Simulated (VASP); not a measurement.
# ZnCu (P4mm) in VASP: further runs

The runs below take ZnCu through single point, with PBE.

Program: VASP 6.6.1. These are calculated values, not measurements. Logs are shortened: lines on timing, memory, paths and dates and some standing lists are left out, and cuts for length are marked.

### Step 1. The cell of the first run

Symmetry: P4mm, No. 99, tetragonal system. Conventional cell: a = 2.945 Å, b = 2.945 Å, c = 2.945 Å, α = 90.00°, β = 90.00°, γ = 90.00°. Zn (site symmetry 4mm) has 8 Cu at 2.50 to 2.60 Å and 6 Zn at 2.94 Å within 3.3 Å. Within 3.3 Å of Cu (site symmetry 4mm) lie 8 Zn at 2.50 to 2.60 Å and 6 Cu at 2.94 Å.

### Step 2. Single point, PBE

Contents of INCAR:

```
PREC = Accurate
ENCUT = 520
EDIFF = 1E-6
ISMEAR = 0
SIGMA = 0.15
LREAL = F
LASPH = T
NELM = 60
ALGO = Fast
ISIF = 2
LWAVE = F
LCHARG = F
GGA = PE
NBANDS = 18
```

Contents of KPOINTS:

```
regular mesh
0
Gamma
  16 16 16
```

Contents of POSCAR:

```
ZnCu
1.0
    2.9450000000      0.0000000000      0.0000000000
    0.0000000000      2.9450000000      0.0000000000
    0.0000000000      0.0000000000      2.9450000000
Zn Cu
1 1
Direct
    0.4702886248      0.5000000000      0.5000000000
    0.0000000000      0.0000000000      0.0000000000
```

Potentials or basis: VASP PAW PBE potentials, release 64 (Zn, Cu).

On the command line:

```bash
> cat potpaw_PBE.64/Zn/POTCAR potpaw_PBE.64/Cu/POTCAR > POTCAR
> mpirun -np 1 vasp_std > vasp.out
```

OUTCAR:

```text
PREC = Accurate
   ENCUT = 520
   EDIFF = 1E-6
   ISMEAR = 0
   LREAL = F
   LASPH = T
   NELM = 60
   ISIF = 2
   GGA = PE

 ion  position               nearest neighbor table
   1  0.470  0.500  0.500-   2 2.50   2 2.50   2 2.50   2 2.50   2 2.60   2 2.60   2 2.60   2 2.60

   2  0.000  0.000  0.000-   1 2.50   1 2.50   1 2.50   1 2.50   1 2.60   1 2.60   1 2.60   1 2.60

  LATTYP: Found a simple cubic cell.
 ALAT       =     2.9450000000

  Lattice vectors:

 A1 = (   2.9450000000,   0.0000000000,   0.0000000000)
 A2 = (   0.0000000000,   2.9450000000,   0.0000000000)
 A3 = (   0.0000000000,   0.0000000000,   2.9450000000)

Analysis of symmetry for initial positions (statically):
=====================================================================
 Subroutine PRICEL returns:
 Original cell was already a primitive cell.

 Routine SETGRP: Setting up the symmetry group for a
 simple cubic supercell.

 Subroutine GETGRP returns: Found  8 space group operations
 (whereof  8 operations were pure point group operations)
 out of a pool of 48 trial point group operations.

The static configuration has the point symmetry C_4v.

Analysis of symmetry for dynamics (positions and initial velocities):
=====================================================================
 Subroutine PRICEL returns:
 Original cell was already a primitive cell.

 Routine SETGRP: Setting up the symmetry group for a
 simple cubic supercell.

 Subroutine GETGRP returns: Found  8 space group operations
 (whereof  8 operations were pure point group operations)
 out of a pool of 48 trial point group operations.

The dynamic configuration has the point symmetry C_4v.

 Subroutine INISYM returns: Found  8 space group operations
 (whereof  8 operations are pure point group operations),
 and found     1 'primitive' translations

----------------------------------------------------------------------------------------

                                     Primitive cell

  volume of cell :      25.5421

  direct lattice vectors                    reciprocal lattice vectors
     2.945000000  0.000000000  0.000000000     0.339558574  0.000000000  0.000000000
     0.000000000  2.945000000  0.000000000     0.000000000  0.339558574  0.000000000
     0.000000000  0.000000000  2.945000000     0.000000000  0.000000000  0.339558574

  length of vectors
     2.945000000  2.945000000  2.945000000     0.339558574  0.339558574  0.339558574

  position of ions in fractional coordinates (direct lattice)
     0.470288625  0.500000000  0.500000000
     0.000000000  0.000000000  0.000000000

  ion indices of the primitive-cell ions
   primitive index   ion index
                 1           1
                 2           2

----------------------------------------------------------------------------------------

 KPOINTS: regular mesh

Automatic generation of k-mesh.
 Grid dimensions read from file:
 generate k-points for:   16   16   16

 Generating k-lattice:

  Cartesian coordinates                     Fractional coordinates (reciprocal lattice)
     0.021222411  0.000000000  0.000000000     0.062500000  0.000000000  0.000000000
     0.000000000  0.021222411  0.000000000     0.000000000  0.062500000  0.000000000
     0.000000000  0.000000000  0.021222411     0.000000000  0.000000000  0.062500000

  Length of vectors
     0.021222411  0.021222411  0.021222411

  Shift w.r.t. Gamma in fractional coordinates (k-lattice)
     0.000000000  0.000000000  0.000000000

 Subroutine IBZKPT returns following result:
 ===========================================

 Found    405 irreducible k-points:

 Following reciprocal coordinates:
            Coordinates               Weight
  0.000000  0.000000  0.000000      1.000000
  0.062500  0.000000  0.000000      2.000000
  0.000000  0.062500  0.000000      4.000000
  0.125000  0.000000  0.000000      2.000000
  0.000000  0.125000  0.000000      4.000000
  0.187500  0.000000  0.000000      2.000000
[... 16 lines left out ...]
  0.187500  0.062500  0.000000      8.000000
  0.000000  0.187500  0.062500      8.000000
 [... further k-points ...]
   k-points           NKPTS =    405   k-points in BZ     NKDIM =    405   number of bands    NBANDS=     18
   number of dos      NEDOS =    301   number of ions     NIONS =      2
   total plane-waves  NPLWV =  13824
   dimension x,y,z NGX =    24 NGY =   24 NGZ =   24
   dimension x,y,z NGXF=    48 NGYF=   48 NGZF=   48
   ions per type =               1   1
   NGX,Y,Z   is equivalent  to a cutoff of  13.55, 13.55, 13.55 a.u.
   NGXF,Y,Z  is equivalent  to a cutoff of  27.10, 27.10, 27.10 a.u.
 SYSTEM =  unknown system
   PREC   = accura    normal or accurate (medium, high low for compatibility)
   ISTART =      0    job   : 0-new  1-cont  2-samecut
   ICHARG =      2    charge: 1-file 2-atom 10-const
   ISPIN  =      1    spin polarized calculation?
   LNONCOLLINEAR =      F non collinear calculations
   LSORBIT =      F    spin-orbit coupling
   LASPH  =      T    aspherical Exc in radial PAW
   ENCUT  =  520.0 eV  38.22 Ry    6.18 a.u.   5.48  5.48  5.48*2*pi/ulx,y,z
   NELM   =     60;   NELMIN=  2; NELMDL= -5     # of ELM steps
   EDIFF  = 0.1E-05   stopping-criterion for ELM
   LREAL  =      F    real-space projection
   EDIFFG = 0.1E-04   stopping-criterion for IOM
   NSW    =      0    number of steps for IOM
   IBRION =     -1    ionic relax: 0-MD 1-quasi-New 2-CG
   NFREE  =      0    steps in history (QN), initial steepest desc. (CG)
   ISIF   =      2    stress and relaxation
   ISYM   =      2    0-nonsym 1-usesym 2-fastsym
   POTIM  = 0.5000    time-step for ionic-motion
   TEBEG  =    0.0;   TEEND  =   0.0 temperature during run
   PSTRESS=    0.0 pullay stress
   NELECT =      23.0000    total number of electrons
   NUPDOWN=      -1.0000    fix difference up-down
   EMIN   =  10.00;   EMAX   =-10.00  energy-range for DOS
   EFERMI =   0.00;   METHOD = LEGACY
   ISMEAR =     0;   SIGMA  =   0.15  broadening in eV -4-tet -1-fermi 0-gaus
   EFERMI_NEDOS =   21; number of points for ismear=-14 and -15
   IALGO  =     68    algorithm
   IMIX   =      4    mixing-type and parameters
     AMIX     =   0.40;   BMIX     =  1.00
     AMIX_MAG =   1.60;   BMIX_MAG =  1.00
  volume/ion in A,a.u.               =      12.77        86.18
  Fermi-wavevector in a.u.,A,eV,Ry     =   1.580880  2.987429 34.003415  2.499180
  Thomas-Fermi vector in A             =   2.681040
   LORBIT       =      0    0 simple, 1 ext, 2 COOP (PROOUT), +10 PAW based schemes
   GGA     = PE    functional components
   LHFCALC =     F    Hartree Fock is set to
   AEXX    =    0.0000 exact exchange contribution
   IVDW    =     0    specifies the selected vdW correction
   LEPSILON=     F    determine dielectric tensor
   LRPA    =     F    only Hartree local field effects (RPA)
 non-spin polarized calculation
 RMM-DIIS sequential band-by-band and
 Gauss-broadening in eV      SIGMA  =   0.15
  energy-cutoff  :      520.00
  volume of cell :       25.54
 maximum number of plane-waves:       715
 NGX is ok and might be reduce to    24
   NGX = 11   NGY = 11   NGZ = 11

 number of electron      23.0000008 magnetization

 Free energy of the ion-electron system (eV)
  ---------------------------------------------------
  ext. energy  EPLUGINS =         0.00000000
  ---------------------------------------------------
  free energy    TOTEN  =        -4.99106913 eV

  energy without entropy =       -4.98437174  energy(sigma->0) =       -4.98772043

 E-fermi :   5.5356     XC(G=0): -12.3998

 val. band max:        5.5334985018   @ k =   0.3125   0.4375   0.4375
 cond. band min:       5.5537387182   @ k =   0.1875   0.3750   0.2500
 fundamental gap:      0.0202402165
 Fermi energy:         5.5356137605

 k-point     1 :       0.0000    0.0000    0.0000
  band No.  band energies     occupation
      1      -4.7971      2.00000
      2      -2.3155      2.00000
      3      -2.3089      2.00000
      4      -1.6204      2.00000
      5      -1.6147      2.00000
      6      -1.6147      2.00000
[... 10 lines left out ...]
     17      17.7897      0.00000
     18      28.9946      0.00000

 k-point     2 :       0.0625    0.0000    0.0000
  band No.  band energies     occupation
      1      -4.7264      2.00000
      2      -2.3073      2.00000
      3      -2.2937      2.00000
      4      -1.6211      2.00000
      5      -1.6211      2.00000
      6      -1.6173      2.00000
[... 10 lines left out ...]
     17      18.2306      0.00000
     18      28.2071      0.00000

 k-point     3 :       0.0000    0.0625    0.0000
  band No.  band energies     occupation
      1      -4.7263      2.00000
      2      -2.3040      2.00000
      3      -2.2971      2.00000
      4      -1.6268      2.00000
      5      -1.6211      2.00000
      6      -1.6118      2.00000
[... 10 lines left out ...]
     17      18.2621      0.00000
     18      28.3453      0.00000

 k-point     4 :       0.1250    0.0000    0.0000
  band No.  band energies     occupation
      1      -4.5160      2.00000
      2      -2.2839      2.00000
      3      -2.2489      2.00000
      4      -1.6390      2.00000
      5      -1.6390      2.00000
      6      -1.6085      2.00000
[... 375 lines left out ...]
      4      -1.6460      2.00000
      5      -1.6459      2.00000
      6      -1.6074      2.00000
[... 10 lines left out ...]
     17      19.9886      0.00000
     18      25.1233      0.00000

 k-point    23 :       0.1875    0.0625    0.0000
  band No.  band energies     occupation
      1      -4.1047      2.00000
      2      -2.2369      2.00000
      3      -2.1667      2.00000
      4      -1.6719      2.00000
      5      -1.6682      2.00000
      6      -1.6006      2.00000
[... 10 lines left out ...]
     17      22.0978      0.00000
     18      23.4785      0.00000

 k-point    24 :       0.0000    0.1875    0.0625
  band No.  band energies     occupation
      1      -4.1034      2.00000
      2      -2.2331      2.00000
      3      -2.1712      2.00000
      4      -1.6779      2.00000
      5      -1.6677      2.00000
      6      -1.5968      2.00000
[... 10 lines left out ...]
     17      22.1678      0.00000
     18      23.4349      0.00000

 [... further k-points ...]

------------------------ aborting loop because EDIFF is reached ----------------------------------------

  FORCE on cell =-STRESS in cart. coord.  units (eV):
  Direction    XX          YY          ZZ          XY          YZ          ZX
  --------------------------------------------------------------------------------------
  -------------------------------------------------------------------------------------
  Total        0.5027679      0.5747798      0.5747798      0.0000000      0.0000000      0.0000000
  in kB       31.5371345     36.0542294     36.0542294      0.0000000      0.0000000      0.0000000
  external PRESSURE =      34.5485311 kB  Pullay stress =       0.0000000 kB

 VOLUME and BASIS-vectors are now :
 -----------------------------------------------------------------------------
  energy-cutoff  :      520.00
  volume of cell :       25.54
      direct lattice vectors                 reciprocal lattice vectors
     2.945000000  0.000000000  0.000000000     0.339558574  0.000000000  0.000000000
     0.000000000  2.945000000  0.000000000     0.000000000  0.339558574  0.000000000
     0.000000000  0.000000000  2.945000000     0.000000000  0.000000000  0.339558574

 POSITION                                       TOTAL-FORCE (eV/Angst)
 -----------------------------------------------------------------------------------
      1.38500      1.47250      1.47250         0.425957      0.000000     -0.000000
      0.00000      0.00000      0.00000        -0.425957     -0.000000      0.000000
 -----------------------------------------------------------------------------------
    total drift:                               -0.001302      0.000000     -0.000008

  FREE ENERGIE OF THE ION-ELECTRON SYSTEM (eV)
  ---------------------------------------------------
  free  energy   TOTEN  =        -4.9910691251 eV

  energy  without entropy=       -4.9843717363  energy(sigma->0) =       -4.98772043
```

Wall time 52 s (1 thread of Intel Xeon 6975P-C (Granite Rapids), shared host); peak memory 0.3 GiB.

What came out:

- Free energy: -4.9911 eV
- Pressure: 3.5 GPa
- Largest force: 0.426 eV/Å

Forces on the atoms (eV/Å):
```
Zn   0.426  0.000  0.000
Cu  -0.426  0.000  0.000
```

Caveat: the cell differs from its parent crystal (all Zn atoms moved +0.087 Å, as atom 1 towards its neighbour atom 1 (Zn) at 2.945 Å).

### Step 3. Single point, PBE

Contents of INCAR:

```
SYSTEM = ZnCu
ALGO = Fast
EDIFF = 1E-6
ENCUT = 520
GGA = PE
ISIF = 2
ISMEAR = 0
LASPH = .True.
LCHARG = .False.
LREAL = .False.
LWAVE = .False.
NBANDS = 18
NELM = 80
PREC = Accurate
SIGMA = 0.15
```

Contents of KPOINTS:

```
k-points
0
Gamma
  16 16 16
  0 0 0
```

Changes to POSCAR since step 2:

```diff
@@ -8,3 +8,3 @@
 Direct
-    0.4702886248      0.5000000000      0.5000000000
+    0.4787775891      0.5000000000      0.5000000000
     0.0000000000      0.0000000000      0.0000000000
```

Potentials or basis: VASP PAW PBE potentials, release 64 (Zn, Cu).

On the command line:

```bash
> cat potpaw_PBE.64/Zn/POTCAR potpaw_PBE.64/Cu/POTCAR > POTCAR
> mpirun -np 1 vasp_std > vasp.out
```

Wall time 55 s (1 thread of Intel Xeon 6975P-C (Granite Rapids), shared host); peak memory 0.3 GiB.

It converged, with:

- Free energy: -5.0002 eV
- Pressure: 3.5 GPa
- Largest force: 0.305 eV/Å

Forces on the atoms (eV/Å):
```
Zn   0.305  0.000  0.000
Cu  -0.305  0.000  0.000
```

Stress tensor (GPa, compression positive):
```
3.36 0.00 0.00
0.00 3.58 0.00
0.00 0.00 3.58
```

Levels at points of the mesh, in eV from the Fermi level:
```
           k point  band 8  band 9  band 10  band 11  band 12  band 13  band 14  band 15  band 16  band 17
(0.00, 0.00, 0.00)   -3.58   -2.74    -2.74    -2.74     6.24     6.24     6.26    11.25    11.26    12.27
(0.50, 0.00, 0.00)   -3.70   -3.28    -3.28    -2.81    -2.01    11.65    11.65    12.41    12.41    13.46
(0.00, 0.50, 0.00)   -3.69   -3.28    -3.28    -2.81    -2.01    11.68    11.72    12.32    12.35    13.47
(0.50, 0.50, 0.00)   -2.89   -2.88    -2.50    -1.88    -1.88     1.76     2.11    13.94    15.53    15.54
(0.00, 0.50, 0.50)   -2.89   -2.89    -2.50    -1.88    -1.88     1.76     2.11    13.95    15.54    15.54
(0.50, 0.50, 0.50)   -4.29   -2.48    -2.48     3.85     4.19     4.19     4.35     4.53     4.68     4.68
```

Caveat: the cell differs from its parent crystal (all Zn atoms moved +0.062 Å, as atom 1 towards its neighbour atom 1 (Zn) at 2.945 Å).
